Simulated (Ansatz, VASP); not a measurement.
Si2W: VASP beside Ansatz

File INCAR:

```
SYSTEM = Si2W
ALGO = Normal ; EDIFF = 1E-8
ENCUT = 520 ; GGA = PE
ISIF = 2 ; ISMEAR = -1
LASPH = .True. ; LCHARG = .False.
LEFG = .True. ; LREAL = .False.
LWAVE = .False. ; NBANDS = 18
NELM = 60 ; PREC = Accurate
SIGMA = 0.05
```

File KPOINTS:

```
k-points
0
Gamma
  16 16 16
  0 0 0
```

Contents of POSCAR:

```
Si2W
1.0
   -1.6144470994      1.6144470994      3.9338689186
    1.6144470994     -1.6144470994      3.9338689186
    1.6144470994      1.6144470994     -3.9338689186
Si W
2 1
Direct
    0.3345181044      0.3345181044      0.0000000000
    0.6654818956      0.6654818956      0.0000000000
    0.0000000000      0.0000000000      0.0000000000
```

Input for Ansatz:

```yaml
crystal:
  lattice:
    - [-1.6144470994, 1.6144470994, 3.9338689186]
    - [1.6144470994, -1.6144470994, 3.9338689186]
    - [1.6144470994, 1.6144470994, -3.9338689186]
  atoms:
    - { symbol: Si, position: [0.3345181044, 0.3345181044, 0.0] }
    - { symbol: Si, position: [0.6654818956, 0.6654818956, 0.0] }
    - { symbol: W, position: [0.0, 0.0, 0.0] }
kpoints:
  mp_grid: { grid: [16, 16, 16] }
scf:
  occupations: { method: fermi_dirac, width: 0.05 }
hamiltonian:
  xc: pbe
  pseudopotentials: { kind: paw }
output:
  forces: true
  stress: true
  eigenvalues: true
  efg: { contact_densities: true }
  populations: true
  write_density: true
  write_potential: true
  elf: true
  volumetric_format: npy
```

Alike in both runs: task electric field gradients; functional PBE; k mesh 16 × 16 × 16; occupations fermi-dirac, width 0.05 eV; no spin polarisation.

|  | VASP | Ansatz |
| --- | --- | --- |
| version | VASP 6.6.1 | Ansatz 0.2.0 |
| potentials or method | VASP PAW PBE potentials, release 64 (Si, W_sv) | PAW with Ansatz's default frozen-core files, scalar-relativistic |
| plane-wave cutoff (eV) | 520 | 420 |
| valence electrons in the cell | 22 | 22 |

|  | VASP | Ansatz | Ansatz less VASP |
| --- | --- | --- | --- |
| pressure (GPa) | 0.1 | 0.0 | -0.08 |
| size of Vzz on the site where it differs most (V/Å²) | 136.6 | 163.3 | +26.74 |

Neither program's run includes spin-orbit coupling.
